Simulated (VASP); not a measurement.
Here is a VASP 6.6.1 calculation.

The input INCAR:

```
SYSTEM = Ni3Ge
PREC = Accurate
ENCUT = 520
EDIFF = 1E-7
ISMEAR = 0
SIGMA = 0.15
LREAL = .False.
LASPH = .True.
NELM = 60
ALGO = Fast
ISIF = 2
LWAVE = .False.
LCHARG = .False.
GGA = PS
NBANDS = 30
```

File KPOINTS:

```
Automatic mesh
0
Gamma
  14 14 14
  0 0 0
```

Contents of POSCAR:

```
Ni3Ge
1.0
    3.5777879887      0.0000000000      0.0000000000
    0.0000000000      3.5777879887      0.0000000000
    0.0000000000      0.0000000000      3.4720405605
Ni Ge
3 1
Direct
    0.5000000000      0.0000000000      0.5000000000
    0.0000000000      0.5000000000      0.5000000000
    0.5000000000      0.5000000000      0.0000000000
    0.0000000000      0.0000000000      0.0000000000
```

Potentials or basis: VASP PAW PBE potentials, release 64 (Ni, Ge_d).

The run is started by

```sh
$ cat potpaw_PBE.64/Ni/POTCAR potpaw_PBE.64/Ge_d/POTCAR > POTCAR
$ mpirun -np 1 vasp_std > vasp.out
```

Question: What does it give for the band gap on the k mesh?

Answer: Zero (bands 22 and 23 overlap by 0.29 eV).

Question: Estimate the pressure.

Answer: -2.8 GPa.

Stress tensor (GPa, compression positive):
```
-4.14  0.00  0.00
 0.00 -4.14  0.00
 0.00  0.00 -0.16
```

Caveat: the cell differs from its parent crystal (strain +0.015 along x and y, -0.015 along z); the PAW data sets were made with another functional, which shifts forces and pressure a little. Spin polarisation is off, so any magnetic state and its effect on volume and gap are missing.
